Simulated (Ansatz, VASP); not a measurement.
**Ca2Ge2N in VASP and in Ansatz**

```
CELL_PARAMETERS angstrom
4.45405 0.00000 0.00000
-2.22703 3.85732 0.00000
0.00000 0.00000 8.28914
ATOMIC_POSITIONS crystal
Ca 0.00000 0.00000 0.23950
Ca 0.00000 0.00000 0.76050
Ge 0.33333 0.66667 0.50000
Ge 0.66667 0.33333 0.50000
N 0.00000 0.00000 0.50000
```

Alike in both runs: functional PBE; k mesh 12 × 12 × 6; occupations gaussian, width 0.1 eV; no spin polarisation.

Ansatz relaxed the structure, and its values are those at the end. VASP's run is a single point on that final structure, the one shown.

```csv
,VASP,Ansatz
version,VASP 6.6.1,Ansatz 0.2.0
potentials or method,"VASP PAW PBE potentials, release 64 (Ca_sv, Ge_d, N), cutoff 520 eV","scalar-relativistic, plane waves, PAW"
valence electrons in the cell,53,53
```

|  | VASP | Ansatz | Ansatz less VASP |
| --- | --- | --- | --- |
| gap on the k mesh at the Fermi level (eV) | none | none | - |
| pressure (GPa) | 0.1 | 0.0 | -0.12 |
| rms of the force components (eV/Å) | 0.025 | 0.000 | -0.0247 |

A gap of «none» marks a metal or a gap that the smearing closes.
